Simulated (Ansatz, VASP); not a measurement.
One calculation of CdSe, two programs

Contents of INCAR:

```
PREC     = Accurate       # precision mode
ENCUT    = 520            # plane-wave cutoff, eV
EDIFF    = 1E-8           # SCF threshold, eV
ISMEAR   = -1             # smearing method
SIGMA    = 0.05           # smearing width, eV
LREAL    = False          # projectors in reciprocal space
LASPH    = True           # aspherical terms in the spheres
NELM     = 80             # most SCF steps
ALGO     = Normal         # electronic algorithm
ISIF     = 2              # what is computed and relaxed
LWAVE    = False          # write WAVECAR
LCHARG   = False          # write CHGCAR
GGA      = PS             # functional
LEFG     = True         
NBANDS   = 16             # bands
```

The input KPOINTS:

```
regular mesh
0
Gamma
  11 11 11
```

The input POSCAR:

```
CdSe
1.0
    0.0000000000      2.9303244279      2.9303244279
    2.9303244279      0.0000000000      2.9303244279
    2.9303244279      2.9303244279      0.0000000000
Cd Se
1 1
Direct
    0.0000000000      0.0000000000      0.0000000000
    0.5000000000      0.5000000000      0.5000000000
```

Input for Ansatz:

```yaml
crystal:
  lattice:
    - [0.0, 2.9303244279, 2.9303244279]
    - [2.9303244279, 0.0, 2.9303244279]
    - [2.9303244279, 2.9303244279, 0.0]
  atoms:
    - { symbol: Cd, position: [0.0, 0.0, 0.0] }
    - { symbol: Se, position: [0.5, 0.5, 0.5] }
kpoints:
  mp_grid: { grid: [11, 11, 11] }
scf:
  occupations: { method: fermi_dirac, width: 0.05 }
hamiltonian:
  xc: pbesol
  pseudopotentials: { kind: paw }
output:
  forces: true
  stress: true
  eigenvalues: true
  efg: { contact_densities: true }
```

Change from the starting cell: volume scaled by 1.06, PAW files.

Alike in both runs: task electric field gradients; functional PBEsol; k mesh 11 × 11 × 11; occupations fermi-dirac, width 0.05 eV; no spin polarisation.

|  | VASP | Ansatz |
| --- | --- | --- |
| version | VASP 6.6.1 | Ansatz 0.2.0 |
| potentials or method | VASP PAW PBE potentials, release 64 (Cd, Se) | PAW with Ansatz's default frozen-core files, scalar-relativistic |
| plane-wave cutoff (eV) | 520 | 420 |
| valence electrons in the cell | 18 | 36 |

VASP gave:

* pressure (GPa): -6.2

Problem. What did Ansatz give for the same quantities?

Solution. Pressure (GPa): -6.4.

VASP's potentials were made for PBE, not for PBEsol. VASP's potentials hold 18 valence electrons a cell and Ansatz's 36, so a difference there can come from the potentials and not from the codes.
